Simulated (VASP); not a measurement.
The system is SnO.

```
Sn O
1.0
     3.81463    0.00000    0.00000
     0.00000    3.81463    0.00000
     0.00000    0.00000    4.85207
Sn O
2 2
Direct
  0.00000 0.50000 0.23850
  0.50000 0.00000 0.76150
  0.00000 0.00000 0.00000
  0.50000 0.50000 0.00000
```

```yaml
Program: VASP 6.6.1
Task: relaxation of cell and atoms
Functional: PBE
Potentials_or_basis: VASP PAW PBE potentials, release 64 (Sn_d, O)
Cutoff: 600 eV
k_mesh: 6 × 6 × 4
Occupations: gaussian, width 0.05 eV
Spin: no spin polarisation
```

At the start: pressure 3.3 GPa; volume 17.65 Å³/atom.

Q: How do energy, volume and symmetry change on relaxing?

A: Over 11 steps the energy falls by 8.3 meV/atom and the volume is 18.82 Å³/atom (+6.6 %); space group P4/nmm (No. 129, to 0.05 Å).

Step by step:
| step | energy change (eV) | largest force (eV/Å) | pressure (GPa) | volume (Å³) |
| --- | --- | --- | --- | --- |
| 1 | 0.0000 | 0.2944 | 3.35 | 70.60 |
| 2 | -0.0065 | 0.6191 | -2.15 | 74.44 |
| 3 | -0.0231 | 0.2190 | 0.23 | 72.63 |
| 4 | -0.0268 | 0.1316 | 0.14 | 73.10 |
| 5 | -0.0284 | 0.0331 | 0.05 | 73.63 |
| 6 | -0.0296 | 0.0155 | 0.12 | 73.79 |
| 7 | -0.0319 | 0.0382 | 0.36 | 74.28 |
| 8 | -0.0305 | 0.1469 | 0.89 | 75.23 |
| 9 | -0.0322 | 0.0810 | 0.55 | 74.62 |
| 10 | -0.0328 | 0.0420 | 0.34 | 74.89 |
| 11 | -0.0331 | 0.0128 | 0.06 | 75.28 |

Final structure:
```xyz
4
Lattice="3.8647 0.0000 0.0000 0.0000 3.8647 0.0000 0.0000 0.0000 5.0401" Properties=species:S:1:pos:R:3 pbc="T T T"
Sn    0.0000    1.9324    1.1643
Sn    1.9324    0.0000    3.8758
O     0.0000    0.0000    0.0000
O     1.9324    1.9324    0.0000
```
